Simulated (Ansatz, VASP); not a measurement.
# Two plane-wave programs on Al3BSb2

```
Al B Sb
1.0
     2.13863   -8.40199    0.00000
     2.13863    8.40199    0.00000
     0.00000    0.00000    3.41393
Al B Sb
3 1 2
Direct
  0.08024 0.91976 0.50000
  0.91976 0.08024 0.50000
  0.50000 0.50000 0.00000
  0.00000 0.00000 0.00000
  0.67585 0.32415 0.50000
  0.32415 0.67585 0.50000
```

Change from the starting cell: species swapped into the Li2BiO3 type (Cmmm, No. 65).

Alike in both runs: task single point; functional PBE; k mesh 4 × 4 × 6; occupations gaussian, width 0.1 eV; no spin polarisation.

|  | VASP | Ansatz |
| --- | --- | --- |
| version | VASP 6.6.1 | Ansatz 0.2.0 |
| potentials or method | VASP PAW PBE potentials, release 64 (Al, B, Sb), cutoff 500 eV | scalar-relativistic, plane waves, PAW |
| valence electrons in the cell | 22 | 42 |

|  | VASP | Ansatz | Ansatz less VASP |
| --- | --- | --- | --- |
| gap on the k mesh at the Fermi level (eV) | none | none | - |
| pressure (GPa) | 1.8 | 1.8 | -0.06 |
| traceless stress, the component that is largest in VASP (GPa) | -5.52 | -5.46 | +0.057 |
| rms of the force components (eV/Å) | 0.090 | 0.087 | -0.0036 |

Atom by atom the forces differ by 0.014 eV/Å (rms over components). A gap of «none» marks a metal or a gap that the smearing closes. VASP's potentials hold 22 valence electrons a cell and Ansatz's 42, so a difference there can come from the potentials and not from the codes.

The k mesh is coarse, so the values compare programs but aren't converged. Spin-orbit coupling is off throughout.
